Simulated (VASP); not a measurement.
# BeTe (F-43m) in VASP: notebook, part 2 of 2

VASP 6.6.1. Earlier steps stand in the parts before.

**4. Single point, PBE**

Input file INCAR:

```
SYSTEM = BeTe
  PREC = Accurate
  ENCUT = 520
  EDIFF = 1E-6
  ISMEAR = 0
  SIGMA = 0.01
  LREAL = .False.
  LASPH = .True.
  NELM = 100
  ALGO = Normal
  ISIF = 2
  LWAVE = .False.
  LCHARG = .True.
  GGA = PE
  LELF = .True.
  LVHAR = .True.
  NBANDS = 11
```

Input file KPOINTS:

```
regular mesh
0
Gamma
  6 6 6
  0 0 0
```

Input file POSCAR:

```
BeTe
1.0
    0.0000000000      2.8286236236      2.8286236236
    2.8286236236      0.0000000000      2.8286236236
    2.8286236236      2.8286236236      0.0000000000
Be Te
1 1
Direct
    0.0000000000      0.0000000000      0.0000000000
    0.2500000000      0.2500000000      0.2500000000
```

Potentials or basis: VASP PAW PBE potentials, release 64 (Be, Te).

On the command line:

```sh
$ cat potpaw_PBE.64/Be/POTCAR potpaw_PBE.64/Te/POTCAR > POTCAR
$ mpirun -np 1 vasp_std > vasp.out
```

OUTCAR:

```text
SYSTEM = BeTe
   PREC = Accurate
   ENCUT = 520
   EDIFF = 1E-6
   ISMEAR = 0
   LREAL = .False.
   LASPH = .True.
   NELM = 100
   ISIF = 2
   GGA = PE

 ion  position               nearest neighbor table
   1  0.000  0.000  0.000-   2 2.45   2 2.45   2 2.45   2 2.45
   2  0.250  0.250  0.250-   1 2.45   1 2.45   1 2.45   1 2.45

  LATTYP: Found a face centered cubic cell.
 ALAT       =     5.6572472472

  Lattice vectors:

 A1 = (   0.0000000000,   2.8286236236,   2.8286236236)
[... 399 lines left out ...]

------------------------ aborting loop because EDIFF is reached ----------------------------------------

  FORCE on cell =-STRESS in cart. coord.  units (eV):
  Direction    XX          YY          ZZ          XY          YZ          ZX
  --------------------------------------------------------------------------------------
  -------------------------------------------------------------------------------------
  Total        0.1062637      0.1062637      0.1062637     -0.0000000      0.0000000     -0.0000000
  in kB        3.7613164      3.7613164      3.7613164     -0.0000000      0.0000000     -0.0000000
  external PRESSURE =       3.7613164 kB  Pullay stress =       0.0000000 kB

 VOLUME and BASIS-vectors are now :
 -----------------------------------------------------------------------------
  energy-cutoff  :      520.00
  volume of cell :       45.26
      direct lattice vectors                 reciprocal lattice vectors
     0.000000000  2.828623624  2.828623624    -0.176764415  0.176764415  0.176764415
     2.828623624  0.000000000  2.828623624     0.176764415 -0.176764415  0.176764415
     2.828623624  2.828623624  0.000000000     0.176764415  0.176764415 -0.176764415

 POSITION                                       TOTAL-FORCE (eV/Angst)
 -----------------------------------------------------------------------------------
      0.00000      0.00000      0.00000        -0.000000     -0.000000     -0.000000
      1.41431      1.41431      1.41431         0.000000      0.000000      0.000000
 -----------------------------------------------------------------------------------
    total drift:                                0.000000      0.000000      0.000000

  FREE ENERGIE OF THE ION-ELECTRON SYSTEM (eV)
  ---------------------------------------------------
  free  energy   TOTEN  =        -7.6185785053 eV

  energy  without entropy=       -7.6185785053  energy(sigma->0) =       -7.61857851
```

stdout:

```text
POSCAR found type information on POSCAR BeTe
 POSCAR found :  2 types and       2 ions
 scaLAPACK will be used
 LDA part: xc-table for (Slater+PW92), standard interpolation
 POSCAR, INCAR and KPOINTS ok, starting setup
 FFT: planning ... GRIDC
 FFT: planning ... GRID_SOFT
 FFT: planning ... GRID
 WAVECAR not read
 entering main loop
```

Wall time 6.4 s (1 thread of AMD EPYC 9R45 (Zen 5), shared host); peak memory 0.13 GiB.

What came out:

```yaml
Free_energy: -7.6186 eV
Pressure: 0.4 GPa
Band_gap_on_the_k_mesh: 2.01 eV, indirect (least direct gap 3.62 eV)
```

Caveat: spin-orbit coupling is left out, which moves the levels of the heavy elements. A k mesh can miss the band edges.

**5. Single point, r2SCAN**

POSCAR is that of step 4.

Input file INCAR.step1:

```
SYSTEM = BeTe
ALGO = Normal
EDIFF = 1E-4
ENCUT = 520
GGA = PE
ISMEAR = 0
LASPH = .TRUE.
LCHARG = .FALSE.
LREAL = .FALSE.
LWAVE = .TRUE.
NBANDS = 11
NELM = 80
PREC = Accurate
SIGMA = 0.01
```

Input file INCAR.step2:

```
SYSTEM = BeTe
ALGO = Normal
EDIFF = 1E-7
ENCUT = 520
ISIF = 2
ISMEAR = 0
ISTART = 1
LASPH = .TRUE.
LCHARG = .FALSE.
LMIXTAU = .TRUE.
LREAL = .FALSE.
LWAVE = .FALSE.
METAGGA = R2SCAN
NBANDS = 11
NELM = 80
PREC = Accurate
SIGMA = 0.01
```

Input file KPOINTS:

```
k-points
0
G
  4 4 4
  0 0 0
```

On the command line:

```sh
$ cat potpaw_PBE.64/Be/POTCAR potpaw_PBE.64/Te/POTCAR > POTCAR
$ cp INCAR.step1 INCAR
$ mpirun -np 1 vasp_std > vasp.out
$ cp INCAR.step2 INCAR
$ mpirun -np 1 vasp_std > vasp.out
```

Wall time 18 s (1 thread of AMD EPYC 9R45 (Zen 5), shared host); peak memory 0.14 GiB.

Results (log left out):

```yaml
Free_energy: -30.6123 eV
Pressure: 0.6 GPa
Band_gap_on_the_k_mesh: 2.36 eV, indirect (least direct gap 4.02 eV)
```

Levels at points of the mesh, in eV from the valence-band top:
| k point | band 2 | band 3 | band 4 | band 5 | band 6 | band 7 |
| --- | --- | --- | --- | --- | --- | --- |
| (0.00, 0.00, 0.00) | 0.00 | 0.00 | 0.00 | 4.02 | 4.02 | 4.02 |
| (0.50, 0.00, 0.00) | -5.68 | -1.15 | -1.15 | 3.51 | 5.02 | 5.02 |
| (0.50, 0.50, 0.00) | -5.27 | -2.70 | -2.70 | 2.36 | 3.00 | 10.48 |

Caveat: the k points lie up to 0.48 Å⁻¹ apart; the PAW data sets were made with another functional, which shifts forces and pressure a little; spin-orbit coupling is left out, which moves the levels of the heavy elements.

**6. Single point, HSE06**

POSCAR is that of step 5.

Input file INCAR.step1:

```
ALGO = Normal ; EDIFF = 1E-5
ENCUT = 520 ; GGA = PE
ISIF = 2 ; ISMEAR = 0
LASPH = True ; LCHARG = False
LREAL = False ; LWAVE = True
NBANDS = 11 ; NELM = 100
PREC = Accurate ; SIGMA = 0.01
```

Input file INCAR.step2:

```
ALGO = Normal ; EDIFF = 1E-7
ENCUT = 520 ; GGA = PE
HFSCREEN = 0.2079 ; ISIF = 2
ISMEAR = 0 ; ISTART = 1
LASPH = True ; LCHARG = False
LHFCALC = True ; LREAL = False
LWAVE = False ; NBANDS = 11
NELM = 100 ; PREC = Accurate
PRECFOCK = Normal ; SIGMA = 0.01
```

Input file KPOINTS:

```
k-points
0
Gamma
  4 4 4
```

Potentials or basis: VASP PAW PBE potentials, release 64 (Be, Te).

On the command line:

```sh
$ cat potpaw_PBE.64/Be/POTCAR potpaw_PBE.64/Te/POTCAR > POTCAR
$ cp INCAR.step1 INCAR
$ mpirun -np 1 vasp_std > vasp.out
$ cp INCAR.step2 INCAR
$ mpirun -np 1 vasp_std > vasp.out
```

Run time: 2.6 min. Hardware: 1 thread of AMD EPYC 9R45 (Zen 5), shared host; peak memory 0.25 GiB.

Results (log left out):

| Item | Value |
| --- | --- |
| Free energy | -8.6840 eV |
| Pressure | -0.5 GPa |
| Band gap on the k mesh | 2.69 eV, indirect (least direct gap 4.49 eV) |

Levels at points of the mesh, in eV from the valence-band top:
```tsv
k point	band 2	band 3	band 4	band 5	band 6	band 7
(0.00, 0.00, 0.00)	0.00	0.00	0.00	4.49	4.49	4.49
(0.50, 0.00, 0.00)	-6.00	-1.20	-1.20	3.81	5.49	5.49
(0.50, 0.50, 0.00)	-5.57	-2.82	-2.82	2.69	3.41	10.99
```

Caveat: the k points lie up to 0.48 Å⁻¹ apart; the PAW data sets were made with another functional, which shifts forces and pressure a little; spin-orbit coupling is left out, which moves the levels of the heavy elements. A k mesh can miss the band edges.

**7. Overview**

```csv
level,potentials or basis,k mesh,grid for exact exchange (PRECFOCK),screening parameter,gap on the mesh (eV),pressure (GPa)
PBE,"VASP PAW PBE potentials, release 64 (Be, Te)",4 × 4 × 4,-,-,2.00,0.8
LDA,"VASP PAW LDA potentials, release 64 (Be, Te)",4 × 4 × 4,-,-,1.88,-2.5
PBE,"VASP PAW PBE potentials, release 64 (Be, Te)",6 × 6 × 6,-,-,2.01,0.4
r2SCAN,"VASP PAW PBE potentials, release 64 (Be, Te)",4 × 4 × 4,-,-,2.36,0.6
HSE06,"VASP PAW PBE potentials, release 64 (Be, Te)",4 × 4 × 4,Normal,0.2079 1/Å,2.69,-0.5
```

Alike in all rows: task single point; no spin polarisation; cell as given; cutoff (eV) 520; smearing gaussian 0.01 eV.

Caveats: some runs use coarse meshes; spin-orbit coupling is left out, which moves the levels of the heavy elements; the PAW data sets were made with another functional, which shifts forces and pressure a little (some runs).

Total energies depend on the potentials used, so only differences within one code and one set of settings carry meaning.
